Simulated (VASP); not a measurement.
Wanted: the native input for a VASP 6.6.1 run.

```
Task                   : relaxation of cell and atoms
Functional             : r2SCAN
Potentials or basis    : VASP PAW PBE potentials, release 64 (Cl)
Cutoff                 : 550 eV
k mesh                 : 6 × 6 × 6
Occupations            : fermi-dirac, width 0.05 eV
Spin                   : no spin polarisation
Dipole correction      : no
Further INCAR settings : ALGO = Normal; EDIFF = 1e-07; IBRION = 2; EDIFFG = -0.03; NSW = 80; ISIF = 3
```

The system is Cl.

```
Cl
1.0
     0.00000    3.07500    3.07500
     3.07500    0.00000    3.07500
     3.07500    3.07500    0.00000
Cl
2
Direct
  0.00000 0.00000 0.00000
  0.25000 0.25000 0.25000
```

The input as run:

POSCAR

```
Cl
1.0
    0.0000000000      3.0750000000      3.0750000000
    3.0750000000      0.0000000000      3.0750000000
    3.0750000000      3.0750000000      0.0000000000
Cl
2
Direct
    1.0000000000      1.0000000000      1.0000000000
    0.2500000000      0.2500000000      0.2500000000
```

INCAR.step1

```
  ALGO = Normal
  EDIFF = 1E-5
  EDIFFG = -0.005
  ENCUT = 550
  GGA = PE
  GGA_COMPAT = False
  IBRION = 2
  ISIF = 3
  ISMEAR = -1
  LASPH = True
  LCHARG = False
  LREAL = False
  LWAVE = True
  NELM = 120
  NELMIN = 4
  NSW = 100
  PREC = Accurate
  SIGMA = 0.05
```

INCAR.step2

```
  ALGO = Normal
  EDIFF = 1E-7
  EDIFFG = -0.03
  ENCUT = 550
  GGA_COMPAT = False
  IBRION = 2
  ISIF = 3
  ISMEAR = -1
  ISTART = 1
  LASPH = True
  LCHARG = False
  LMIXTAU = True
  LREAL = False
  LWAVE = False
  METAGGA = R2SCAN
  NELM = 120
  NELMIN = 4
  NSW = 80
  PREC = Accurate
  SIGMA = 0.05
```

KPOINTS

```
k-points
0
Gamma
  6 6 6
```

Potentials or basis: VASP PAW PBE potentials, release 64 (Cl).

Command:

```sh
$ cat potpaw_PBE.64/Cl/POTCAR > POTCAR
$ cp INCAR.step1 INCAR
$ mpirun -np 1 vasp_std > vasp.out
$ cp INCAR.step2 INCAR
$ mpirun -np 1 vasp_std > vasp.out
```

Results of the run:

| Property | Result |
| --- | --- |
| Relaxed volume | 32.94 Å³/atom |
| Relaxed cell | a = 4.534 Å, b = 4.534 Å, c = 4.534 Å, α = 60.00°, β = 60.00°, γ = 60.00° |
| Space group after relaxing (to 0.1 Å) | Fd-3m (No. 227) |
| Energy gained by relaxing | 34.9 meV/atom |
| Ionic steps | 3 |
| Pressure after relaxing | -0.1 GPa |
| Band gap on the k mesh | zero (bands 7 and 8 overlap by 1.27 eV) |

Caveat: the PAW data sets were made with another functional, which shifts forces and pressure a little.

It took 74 s on 1 thread of Intel(R) Xeon(R) 6975P-C (Granite Rapids) (shared host), peak memory 0.21 GiB.
